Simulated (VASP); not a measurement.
# LiCl (Fm-3m) in VASP: further runs

The runs below take LiCl through single point, with PBE, RPBE, revPBE.

All numbers are computed with VASP 6.6.1; they aren't measurements. Logs are shortened: lines on timing, memory, paths and dates and some standing lists are left out, and cuts for length are marked.

**1. The cell of the first run**

It takes space group Fm-3m (No. 225, cubic). The conventional cell has a = 5.130 Å, b = 5.130 Å, c = 5.130 Å, α = 90.00°, β = 90.00°, γ = 90.00°. Within 3.4 Å of Cl (site symmetry m-3m) lie 6 Li at 2.56 Å. Li (site symmetry m-3m) has 6 Cl at 2.56 Å within 3.4 Å.

**2. Single point, PBE**

Contents of INCAR:

```
  PREC = Accurate
  ENCUT = 520
  EDIFF = 1E-7
  ISMEAR = -1
  SIGMA = 0.05
  LREAL = F
  LASPH = T
  NELM = 60
  ALGO = Normal
  ISIF = 2
  LWAVE = F
  LCHARG = T
  GGA = PE
  LELF = T
  LVHAR = T
  NBANDS = 12
```

Contents of KPOINTS:

```
regular mesh
0
Gamma
  5 5 5
```

Contents of POSCAR:

```
LiCl
1.0
    0.0000000000      2.5647700000      2.5647700000
    2.5647700000      0.0000000000      2.5647700000
    2.5647700000      2.5647700000      0.0000000000
Cl Li
1 1
Direct
    0.5000000000      0.5000000000      0.5000000000
    0.0000000000      0.0000000000      0.0000000000
```

Potentials or basis: VASP PAW PBE potentials, release 64 (Cl, Li_sv).

On the command line:

```
$ cat potpaw_PBE.64/Cl/POTCAR potpaw_PBE.64/Li_sv/POTCAR > POTCAR
$ mpirun -np 1 vasp_std > vasp.out
```

OUTCAR:

```text
PREC = Accurate
   ENCUT = 520
   EDIFF = 1E-7
   ISMEAR = -1
   LREAL = F
   LASPH = T
   NELM = 60
   ISIF = 2
   GGA = PE

 ion  position               nearest neighbor table
   1  0.500  0.500  0.500-   2 2.56   2 2.56   2 2.56   2 2.56   2 2.56   2 2.56
   2  0.000  0.000  0.000-   1 2.56   1 2.56   1 2.56   1 2.56   1 2.56   1 2.56

  LATTYP: Found a face centered cubic cell.
 ALAT       =     5.1295400000

  Lattice vectors:

 A1 = (   0.0000000000,   2.5647700000,   2.5647700000)
 A2 = (   2.5647700000,   0.0000000000,   2.5647700000)
 A3 = (   2.5647700000,   2.5647700000,   0.0000000000)

Analysis of symmetry for initial positions (statically):
=====================================================================
 Subroutine PRICEL returns:
 Original cell was already a primitive cell.

 Routine SETGRP: Setting up the symmetry group for a
 face centered cubic supercell.

 Subroutine GETGRP returns: Found 48 space group operations
 (whereof 48 operations were pure point group operations)
 out of a pool of 48 trial point group operations.

The static configuration has the point symmetry O_h .

Analysis of symmetry for dynamics (positions and initial velocities):
=====================================================================
 Subroutine PRICEL returns:
 Original cell was already a primitive cell.

 Routine SETGRP: Setting up the symmetry group for a
 face centered cubic supercell.

 Subroutine GETGRP returns: Found 48 space group operations
 (whereof 48 operations were pure point group operations)
 out of a pool of 48 trial point group operations.

The dynamic configuration has the point symmetry O_h .

 Subroutine INISYM returns: Found 48 space group operations
 (whereof 48 operations are pure point group operations),
 and found     1 'primitive' translations

----------------------------------------------------------------------------------------

                                     Primitive cell

  volume of cell :      33.7423

  direct lattice vectors                    reciprocal lattice vectors
     0.000000000  2.564770000  2.564770000    -0.194949255  0.194949255  0.194949255
     2.564770000  0.000000000  2.564770000     0.194949255 -0.194949255  0.194949255
     2.564770000  2.564770000  0.000000000     0.194949255  0.194949255 -0.194949255

  length of vectors
     3.627132518  3.627132518  3.627132518     0.337662014  0.337662014  0.337662014

  position of ions in fractional coordinates (direct lattice)
     0.500000000  0.500000000  0.500000000
     0.000000000  0.000000000  0.000000000

  ion indices of the primitive-cell ions
   primitive index   ion index
                 1           1
                 2           2

----------------------------------------------------------------------------------------

 KPOINTS: regular mesh

Automatic generation of k-mesh.
 Grid dimensions read from file:
 generate k-points for:    5    5    5

 Generating k-lattice:

  Cartesian coordinates                     Fractional coordinates (reciprocal lattice)
    -0.038989851  0.038989851  0.038989851     0.200000000  0.000000000  0.000000000
     0.038989851 -0.038989851  0.038989851     0.000000000  0.200000000  0.000000000
     0.038989851  0.038989851 -0.038989851     0.000000000  0.000000000  0.200000000

  Length of vectors
     0.067532403  0.067532403  0.067532403

  Shift w.r.t. Gamma in fractional coordinates (k-lattice)
     0.000000000  0.000000000  0.000000000

 Subroutine IBZKPT returns following result:
 ===========================================

 Found     10 irreducible k-points:

 Following reciprocal coordinates:
            Coordinates               Weight
  0.000000  0.000000  0.000000      1.000000
  0.200000  0.000000  0.000000      8.000000
  0.400000  0.000000  0.000000      8.000000
  0.200000  0.200000  0.000000      6.000000
  0.400000  0.200000  0.000000     24.000000
 -0.400000  0.200000  0.000000     24.000000
 -0.200000  0.200000  0.000000     12.000000
  0.400000  0.400000  0.000000      6.000000
 -0.400000  0.400000  0.000000     12.000000
 -0.400000  0.400000  0.200000     24.000000
   k-points           NKPTS =     10   k-points in BZ     NKDIM =     10   number of bands    NBANDS=     12
   number of dos      NEDOS =    301   number of ions     NIONS =      2
   total plane-waves  NPLWV =  21952
   dimension x,y,z NGX =    28 NGY =   28 NGZ =   28
   dimension x,y,z NGXF=    56 NGYF=   56 NGZF=   56
   ions per type =               1   1
   NGX,Y,Z   is equivalent  to a cutoff of  12.83, 12.83, 12.83 a.u.
   NGXF,Y,Z  is equivalent  to a cutoff of  25.67, 25.67, 25.67 a.u.
 SYSTEM =  unknown system
   PREC   = accura    normal or accurate (medium, high low for compatibility)
   ISTART =      0    job   : 0-new  1-cont  2-samecut
   ICHARG =      2    charge: 1-file 2-atom 10-const
   ISPIN  =      1    spin polarized calculation?
   LNONCOLLINEAR =      F non collinear calculations
   LSORBIT =      F    spin-orbit coupling
   LASPH  =      T    aspherical Exc in radial PAW
   ENCUT  =  520.0 eV  38.22 Ry    6.18 a.u.   6.74  6.74  6.74*2*pi/ulx,y,z
   NELM   =     60;   NELMIN=  2; NELMDL= -5     # of ELM steps
   EDIFF  = 0.1E-06   stopping-criterion for ELM
   LREAL  =      F    real-space projection
   EDIFFG = 0.1E-05   stopping-criterion for IOM
   NSW    =      0    number of steps for IOM
   IBRION =     -1    ionic relax: 0-MD 1-quasi-New 2-CG
   NFREE  =      0    steps in history (QN), initial steepest desc. (CG)
   ISIF   =      2    stress and relaxation
   ISYM   =      2    0-nonsym 1-usesym 2-fastsym
   POTIM  = 0.5000    time-step for ionic-motion
   TEBEG  =    0.0;   TEEND  =   0.0 temperature during run
   PSTRESS=    0.0 pullay stress
   NELECT =      10.0000    total number of electrons
   NUPDOWN=      -1.0000    fix difference up-down
   EMIN   =  10.00;   EMAX   =-10.00  energy-range for DOS
   EFERMI =   0.00;   METHOD = LEGACY
   ISMEAR =    -1;   SIGMA  =   0.05  broadening in eV -4-tet -1-fermi 0-gaus
   EFERMI_NEDOS =   21; number of points for ismear=-14 and -15
   IALGO  =     38    algorithm
   IMIX   =      4    mixing-type and parameters
     AMIX     =   0.40;   BMIX     =  1.00
     AMIX_MAG =   1.60;   BMIX_MAG =  1.00
  volume/ion in A,a.u.               =      16.87       113.85
  Fermi-wavevector in a.u.,A,eV,Ry     =   1.091482  2.062601 16.209056  1.191332
  Thomas-Fermi vector in A             =   2.227728
   LORBIT       =      0    0 simple, 1 ext, 2 COOP (PROOUT), +10 PAW based schemes
   GGA     = PE    functional components
   LHFCALC =     F    Hartree Fock is set to
   AEXX    =    0.0000 exact exchange contribution
   IVDW    =     0    specifies the selected vdW correction
   LEPSILON=     F    determine dielectric tensor
   LRPA    =     F    only Hartree local field effects (RPA)
 non-spin polarized calculation
  energy-cutoff  :      520.00
  volume of cell :       33.74
 maximum number of plane-waves:       922
   NGX = 13   NGY = 13   NGZ = 13

 number of electron      10.0000005 magnetization

 Free energy of the ion-electron system (eV)
  ---------------------------------------------------
  ext. energy  EPLUGINS =         0.00000000
  ---------------------------------------------------
  free energy    TOTEN  =        -7.38481180 eV

  energy without entropy =       -7.38481180  energy(sigma->0) =       -7.38481180

 E-fermi :   1.8060     XC(G=0):  -8.7303

 val. band max:        0.5807601874   @ k =   0.0000   0.0000   0.0000
 cond. band min:       6.9212329134   @ k =   0.0000   0.0000   0.0000
 fundamental gap:      6.3404727260
 Fermi energy:         1.8059531078

 k-point     1 :       0.0000    0.0000    0.0000
  band No.  band energies     occupation
      1     -42.9436      2.00000
      2     -12.8157      2.00000
      3       0.5808      2.00000
      4       0.5808      2.00000
      5       0.5808      2.00000
      6       6.9212      0.00000
      7      12.5184      0.00000
      8      12.5184      0.00000
      9      12.5184      0.00000
     10      15.1083      0.00000
     11      15.1083      0.00000
     12      15.1132      0.00000

 k-point     2 :       0.2000    0.0000    0.0000
  band No.  band energies     occupation
      1     -42.9427      2.00000
      2     -12.6338      2.00000
      3      -0.5649      2.00000
      4       0.4860      2.00000
      5       0.4860      2.00000
      6       7.7388      0.00000
      7      11.4248      0.00000
      8      11.7551      0.00000
      9      11.7551      0.00000
     10      14.0149      0.00000
     11      14.0149      0.00000
     12      15.9047      0.00000

 k-point     3 :       0.4000    0.0000    0.0000
  band No.  band energies     occupation
      1     -42.9412      2.00000
      2     -12.3072      2.00000
      3      -2.0094      2.00000
      4       0.3471      2.00000
      5       0.3471      2.00000
      6       7.4633      0.00000
      7      10.2768      0.00000
      8      10.2769      0.00000
      9      13.0116      0.00000
     10      16.6934      0.00000
     11      16.6934      0.00000
     12      16.9704      0.00000
[... 76 lines left out ...]
 k-point     9 :      -0.4000    0.4000    0.0000
  band No.  band energies     occupation
      1     -42.9402      2.00000
      2     -12.0163      2.00000
      3      -2.0437      2.00000
      4      -1.0141      2.00000
      5      -0.3392      2.00000
      6       8.6368      0.00000
      7      10.0151      0.00000
      8      12.3311      0.00000
      9      12.8664      0.00000
     10      14.5136      0.00000
     11      18.0714      0.00000
     12      19.3826      0.00000

 k-point    10 :      -0.4000    0.4000    0.2000
  band No.  band energies     occupation
      1     -42.9403      2.00000
      2     -12.0707      2.00000
      3      -1.7444      2.00000
      4      -1.1438      2.00000
      5      -0.2814      2.00000
      6       9.8059      0.00000
      7      10.2017      0.00000
      8      10.4534      0.00000
      9      12.3150      0.00000
     10      15.4537      0.00000
     11      17.1148      0.00000
     12      19.3269      0.00000

------------------------ aborting loop because EDIFF is reached ----------------------------------------

  FORCE on cell =-STRESS in cart. coord.  units (eV):
  Direction    XX          YY          ZZ          XY          YZ          ZX
  --------------------------------------------------------------------------------------
  -------------------------------------------------------------------------------------
  Total        0.0639619      0.0639619      0.0639619     -0.0000000     -0.0000000     -0.0000000
  in kB        3.0370813      3.0370813      3.0370813     -0.0000000     -0.0000000     -0.0000000
  external PRESSURE =       3.0370813 kB  Pullay stress =       0.0000000 kB

 VOLUME and BASIS-vectors are now :
 -----------------------------------------------------------------------------
  energy-cutoff  :      520.00
  volume of cell :       33.74
      direct lattice vectors                 reciprocal lattice vectors
     0.000000000  2.564770000  2.564770000    -0.194949255  0.194949255  0.194949255
     2.564770000  0.000000000  2.564770000     0.194949255 -0.194949255  0.194949255
     2.564770000  2.564770000  0.000000000     0.194949255  0.194949255 -0.194949255

 POSITION                                       TOTAL-FORCE (eV/Angst)
 -----------------------------------------------------------------------------------
      2.56477      2.56477      2.56477         0.000000     -0.000000      0.000000
      0.00000      0.00000      0.00000        -0.000000      0.000000     -0.000000
 -----------------------------------------------------------------------------------
    total drift:                                0.000000      0.000000      0.000000

  FREE ENERGIE OF THE ION-ELECTRON SYSTEM (eV)
  ---------------------------------------------------
  free  energy   TOTEN  =        -7.3848118041 eV

  energy  without entropy=       -7.3848118041  energy(sigma->0) =       -7.38481180
```

Wall time 3.2 s (1 thread of Intel Xeon 6975P-C (Granite Rapids), shared host); peak memory 0.14 GiB.

What came out:

| Property | Result |
| --- | --- |
| Free energy | -7.3848 eV |
| Band gap on the k mesh | 6.34 eV, direct |

Levels at points of the mesh, in eV from the valence-band top:
```tsv
k point	band 3	band 4	band 5	band 6	band 7	band 8
(0.00, 0.00, 0.00)	0.00	0.00	0.00	6.34	11.94	11.94
```

Caveat: the k points lie up to 0.42 Å⁻¹ apart; the cutoff is under 1.25 times the usual one of these potentials, so pressure, stress and relaxed cells hold a basis-set (Pulay) error.

[end of part 1 of 2]
